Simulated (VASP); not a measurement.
# TaN (P-6m2) in VASP: single point with r2SCAN+D3(BJ)

Aim: the single point of TaN with r2SCAN+D3(BJ).

Everything below comes from runs of VASP 6.6.1. Logs are shortened: lines on timing, memory, paths and dates and some standing lists are left out, and cuts for length are marked.

## Step 1: The cell of the first run

It takes space group P-6m2 (No. 187, hexagonal). Conventional cell: a = 2.938 Å, b = 2.938 Å, c = 2.883 Å, α = 90.00°, β = 90.00°, γ = 120.00°. Within 3.0 Å of Ta (site symmetry -6m2) lie 6 N at 2.23 Å and 8 Ta at 2.88 to 2.94 Å. Within 3.0 Å of N (site symmetry -6m2) lie 6 Ta at 2.23 Å and 8 N at 2.88 to 2.94 Å.

## Step 2: Single point, r2SCAN+D3(BJ)

Input file POSCAR:

```
TaN
1.0
    2.9380000000      0.0000000000      0.0000000000
   -1.4690000000      2.5443800000      0.0000000000
    0.0000000000      0.0000000000      2.8830000000
Ta N
1 1
Direct
    0.3333333333      0.6666666667      0.5000000000
    0.0000000000      0.0000000000      0.0000000000
```

Input file INCAR.step1:

```
PREC = Accurate ; ENCUT = 520
ISMEAR = 0 ; SIGMA = 0.15
LREAL = False ; LASPH = True
NELM = 100 ; NBANDS = 15
ISYM = 0 ; GGA = PE
ALGO = Normal ; EDIFF = 1E-4
LWAVE = True ; LCHARG = False
```

Input file INCAR.step2:

```
PREC = Accurate ; ENCUT = 520
EDIFF = 1E-6 ; ISMEAR = 0
SIGMA = 0.15 ; LREAL = False
LASPH = True ; NELM = 100
ALGO = Normal ; ISIF = 2
LWAVE = False ; LCHARG = False
METAGGA = R2SCAN ; LMIXTAU = True
IVDW = 12 ; VDW_S6 = 1.0
VDW_S8 = 0.78981345 ; VDW_A1 = 0.49484001
VDW_A2 = 5.73083694 ; NBANDS = 15
ISYM = 0 ; ISTART = 1
```

Input file KPOINTS:

```
Automatic mesh
0
Gamma
  9 9 8
  0.5 0.5 0.5
```

Potentials or basis: VASP PAW PBE potentials, release 64 (Ta_pv, N).

The run is started by

```
cat potpaw_PBE.64/Ta_pv/POTCAR potpaw_PBE.64/N/POTCAR > POTCAR
cp INCAR.step1 INCAR
mpirun -np 1 vasp_std > vasp.out
cp INCAR.step2 INCAR
mpirun -np 1 vasp_std > vasp.out
```

OUTCAR:

```text
PREC = Accurate
   ENCUT = 520
   EDIFF = 1E-6
   ISMEAR = 0
   LREAL = False
   LASPH = True
   NELM = 100
   ISIF = 2
   METAGGA = R2SCAN
   IVDW = 12
   ISYM = 0
   ISTART = 1
 IVDW          = 12

 ion  position               nearest neighbor table
   1  0.333  0.667  0.500-   2 2.23   2 2.23   2 2.23   2 2.23   2 2.23   2 2.23
   2  0.000  0.000  0.000-   1 2.23   1 2.23   1 2.23   1 2.23   1 2.23   1 2.23

IMPORTANT INFORMATION: All symmetrisations will be switched off!
NOSYMM: (Re-)initialisation of all symmetry stuff for point group C_1.

----------------------------------------------------------------------------------------

                                     Primitive cell

  volume of cell :      21.5515

  direct lattice vectors                    reciprocal lattice vectors
     2.938000000  0.000000000  0.000000000     0.340367597  0.196511527  0.000000000
    -1.469000000  2.544380000  0.000000000     0.000000000  0.393023055  0.000000000
     0.000000000  0.000000000  2.883000000     0.000000000  0.000000000  0.346860909

  length of vectors
     2.938000000  2.937997717  2.883000000     0.393022749  0.393023055  0.346860909

  position of ions in fractional coordinates (direct lattice)
     0.333333333  0.666666667  0.500000000
     0.000000000  0.000000000  0.000000000

  ion indices of the primitive-cell ions
   primitive index   ion index
                 1           1
                 2           2

----------------------------------------------------------------------------------------

 KPOINTS: Automatic mesh

Automatic generation of k-mesh.
 Grid dimensions read from file:
 generate k-points for:    9    9    8

 Generating k-lattice:

  Cartesian coordinates                     Fractional coordinates (reciprocal lattice)
     0.037818622  0.021834614  0.000000000     0.111111111  0.000000000  0.000000000
     0.000000000  0.043669228  0.000000000     0.000000000  0.111111111  0.000000000
     0.000000000  0.000000000  0.043357614     0.000000000  0.000000000  0.125000000

  Length of vectors
     0.043669194  0.043669228  0.043357614

  Shift w.r.t. Gamma in fractional coordinates (k-lattice)
     0.500000000  0.500000000  0.500000000

 Subroutine IBZKPT returns following result:
 ===========================================

 Found    972 irreducible k-points:

 Following reciprocal coordinates:
            Coordinates               Weight
  0.055556  0.055556  0.062500      2.000000
 -0.055556  0.111111  0.062500      2.000000
 -0.111111  0.055556  0.062500      2.000000
 -0.055556 -0.055556  0.062500      2.000000
[... 52 lines left out ...]
   EMIN   =  10.00;   EMAX   =-10.00  energy-range for DOS
   EFERMI =   0.00;   METHOD = LEGACY
   ISMEAR =     0;   SIGMA  =   0.15  broadening in eV -4-tet -1-fermi 0-gaus
   EFERMI_NEDOS =   21; number of points for ismear=-14 and -15
   IALGO  =     38    algorithm
   IMIX   =      4    mixing-type and parameters
     AMIX     =   0.40;   BMIX     =  1.00
     AMIX_MAG =   1.60;   BMIX_MAG =  1.00
  volume/ion in A,a.u.               =      10.78        72.72
  Fermi-wavevector in a.u.,A,eV,Ry     =   1.482366  2.801265 29.897552  2.197408
  Thomas-Fermi vector in A             =   2.596161
   LORBIT       =      0    0 simple, 1 ext, 2 COOP (PROOUT), +10 PAW based schemes
   METAGGA = R2SCAN    functional components
   LHFCALC =     F    Hartree Fock is set to
   AEXX    =    0.0000 exact exchange contribution
   IVDW    =    12    specifies the selected vdW correction
   LEPSILON=     F    determine dielectric tensor
   LRPA    =     F    only Hartree local field effects (RPA)
 non-spin polarized calculation
 Gauss-broadening in eV      SIGMA  =   0.15
  energy-cutoff  :      520.00
  volume of cell :       21.55
 maximum number of plane-waves:       600
 NGX is ok and might be reduce to    24
   NGX = 11   NGY = 11   NGZ = 11

 number of electron      16.0000001 magnetization

 Free energy of the ion-electron system (eV)
  ---------------------------------------------------
  ext. energy  EPLUGINS =         0.00000000
  ---------------------------------------------------
  free energy    TOTEN  =       -60.39545979 eV

  energy without entropy =      -60.39486375  energy(sigma->0) =      -60.39516177

 E-fermi :   8.1614     XC(G=0): -14.3484

 val. band max:        8.0418322345   @ k =   0.0000  -0.0556   0.3125
 cond. band min:       8.2776626104   @ k =   0.0000   0.0556   0.4375
 fundamental gap:      0.2358303759
 Fermi energy:         8.1614369176

 k-point     1 :       0.0556    0.0556    0.0625
  band No.  band energies     occupation
      1     -27.9482      2.00000
      2     -27.7599      2.00000
      3     -27.6815      2.00000
      4     -10.3225      2.00000
      5       2.8871      2.00000
      6       3.5311      2.00000
      7       3.6328      2.00000
      8       5.2038      2.00000
      9      11.2037      0.00000
     10      11.3595      0.00000
     11      11.5213      0.00000
     12      12.8875      0.00000
     13      12.9998      0.00000
     14      18.8245      0.00000
[... 401 lines left out ...]
      2     -27.8566      2.00000
      3     -27.8369      2.00000
      4      -9.0435      2.00000
      5       0.5628      2.00000
      6       3.1987      2.00000
      7       4.2410      2.00000
      8       5.3046      2.00000
      9      10.5016      0.00000
     10      11.5090      0.00000
     11      12.9820      0.00000
     12      13.5576      0.00000
     13      15.1770      0.00000
     14      18.8240      0.00000
     15      22.3979      0.00000

 [... further k-points ...]

------------------------ aborting loop because EDIFF is reached ----------------------------------------

 Edisp (eV)   -0.44023

 E8    (eV) :    -0.1633

  FORCE on cell =-STRESS in cart. coord.  units (eV):
  Direction    XX          YY          ZZ          XY          YZ          ZX
  --------------------------------------------------------------------------------------
  -------------------------------------------------------------------------------------
  Total      -0.29939    -0.29933    -0.18929    -0.00000     0.00000    -0.00000
  in kB     -22.25727   -22.25285   -14.07221    -0.00034     0.00000    -0.00000
  external pressure =      -19.53 kB  Pullay stress =        0.00 kB

 VOLUME and BASIS-vectors are now :
 -----------------------------------------------------------------------------
  energy-cutoff  :      520.00
  volume of cell :       21.55
      direct lattice vectors                 reciprocal lattice vectors
     2.938000000  0.000000000  0.000000000     0.340367597  0.196511527  0.000000000
    -1.469000000  2.544380000  0.000000000     0.000000000  0.393023055  0.000000000
     0.000000000  0.000000000  2.883000000     0.000000000  0.000000000  0.346860909

 POSITION                                       TOTAL-FORCE (eV/Angst)
 -----------------------------------------------------------------------------------
     -0.00000      1.69625      1.44150         0.000001      0.000001     -0.000000
      0.00000      0.00000      0.00000        -0.000001     -0.000001      0.000000
 -----------------------------------------------------------------------------------
    total drift:                               -0.000001      0.000001      0.000000

  FREE ENERGIE OF THE ION-ELECTRON SYSTEM (eV)
  ---------------------------------------------------
  free  energy   TOTEN  =       -60.8356857084 eV

  energy  without entropy=      -60.8350896732  energy(sigma->0) =      -60.83538769
```

OUTCAR.step1:

```text
PREC = Accurate
   ENCUT = 520
   ISMEAR = 0
   LREAL = False
   LASPH = True
[... 617 lines left out ...]
     -0.00000      1.69625      1.44150        -0.000003      0.000004     -0.000000
      0.00000      0.00000      0.00000         0.000003     -0.000004      0.000000
 -----------------------------------------------------------------------------------
    total drift:                                0.000000      0.000001     -0.000000

  FREE ENERGIE OF THE ION-ELECTRON SYSTEM (eV)
  ---------------------------------------------------
  free  energy   TOTEN  =       -22.4402846792 eV

  energy  without entropy=      -22.4395623304  energy(sigma->0) =      -22.43992350
```

OSZICAR.step1:

```text
N       E                     dE             d eps       ncg     rms          rms(c)
DAV:   1     0.913836352750E+02    0.91384E+02   -0.87946E+03 29160   0.113E+03
DAV:   2    -0.221001660436E+02   -0.11348E+03   -0.10679E+03 35229   0.307E+02
DAV:   3    -0.249681213969E+02   -0.28680E+01   -0.28547E+01 33227   0.453E+01
DAV:   4    -0.249800344718E+02   -0.11913E-01   -0.11909E-01 37924   0.316E+00
DAV:   5    -0.249801071494E+02   -0.72678E-04   -0.72675E-04 33836   0.231E-01    0.235E+01
DAV:   6    -0.225211581690E+02    0.24589E+01   -0.40534E+00 38084   0.237E+01    0.989E+00
DAV:   7    -0.224683779973E+02    0.52780E-01   -0.61078E-01 32555   0.619E+00    0.697E+00
DAV:   8    -0.224493091676E+02    0.19069E-01   -0.15985E-01 36678   0.340E+00    0.170E+00
DAV:   9    -0.224402838340E+02    0.90253E-02   -0.17954E-02 31911   0.113E+00    0.179E-01
DAV:  10    -0.224403626403E+02   -0.78806E-04   -0.12526E-03 35516   0.396E-01    0.102E-01
DAV:  11    -0.224402846792E+02    0.77961E-04   -0.93004E-05 21052   0.103E-01
   1 F= -.22440285E+02 E0= -.22439924E+02  d E =-.722349E-03
```

It took 11 min on 1 thread of Intel Xeon 8259CL, shared host; peak memory 0.43 GiB.

What came out:

| Property | Result |
| --- | --- |
| Free energy | -60.8357 eV |
| Pressure | -2.0 GPa |
| Band gap on the k mesh | 0.24 eV (least direct gap 0.37 eV) |
| Dispersion energy per atom | -0.220 eV |

Stress tensor (GPa, compression positive):
```
-2.23  0.00  0.00
 0.00 -2.23  0.00
 0.00  0.00 -1.41
```

Levels at points of the mesh, in eV from the valence-band top:
```csv
k point,band 4,band 5,band 6,band 7,band 8,band 9,band 10,band 11,band 12,band 13
"(0.06, 0.06, 0.06)",-18.36,-5.15,-4.51,-4.41,-2.84,3.16,3.32,3.48,4.85,4.96
```

Caveat: three body term missing; the PAW data sets were made with another functional, which shifts forces and pressure a little; spin-orbit coupling is left out, which moves the levels of the heavy elements; a shifted mesh leaves out Γ, where band edges can lie. A k mesh can miss the band edges.
